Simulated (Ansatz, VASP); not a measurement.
**Na in VASP and in Ansatz**

```
Na
1.0
    -2.11455    2.11455    2.11455
     2.11455   -2.11455    2.11455
     2.11455    2.11455   -2.11455
Na
1
Direct
  0.00000 0.00000 0.00000
```

Alike in both runs: task single point; functional RPBE; k mesh 17 × 17 × 17; occupations fermi-dirac, width 0.1 eV; no spin polarisation.

|  | VASP | Ansatz |
| --- | --- | --- |
| version | VASP 6.6.1 | Ansatz 0.2.0 |
| potentials or method | VASP PAW PBE potentials, release 64 (Na_pv), cutoff 520 eV | plane waves (420 eV) with PAW, scalar-relativistic |
| valence electrons in the cell | 7 | 9 |

```tsv
	VASP	Ansatz	Ansatz less VASP
pressure (GPa)	0.3	0.3	-0.01
```

VASP's potentials were made for PBE, not for RPBE. The functional is the same, so the differences come from potentials, cutoffs and numerics. VASP's potentials hold 7 valence electrons a cell and Ansatz's 9, so a difference there can come from the potentials and not from the codes.
